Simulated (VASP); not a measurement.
A run of VASP 6.6.1 is set up as follows.

File INCAR:

```
ALGO = Normal
EDIFF = 1E-6
ENCUT = 500
GGA_COMPAT = F
ISIF = 2
ISMEAR = -1
LASPH = T
LCHARG = T
LELF = T
LREAL = F
LVHAR = T
LWAVE = F
NBANDS = 12
NELM = 120
PREC = Accurate
SIGMA = 0.1
```

Contents of KPOINTS:

```
k-points
0
Gamma
  11 11 11
```

File POSCAR:

```
Tc
1.0
    0.0000000000      1.9058455624      1.9058455624
    1.9058455624      0.0000000000      1.9058455624
    1.9058455624      1.9058455624      0.0000000000
Tc
1
Direct
    0.0000000000      0.0000000000      0.0000000000
```

Potentials or basis: VASP PAW LDA potentials, release 64 (Tc_pv).

Run with:

```console
$ cat potpaw_LDA.64/Tc_pv/POTCAR > POTCAR
$ mpirun -np 1 vasp_std > vasp.out
```

Q: Predict the pressure.

A: 0.0 GPa.

Q: What does it give for the band gap on the k mesh?

A: Zero (an odd number of electrons rules out a gap without spin polarisation).
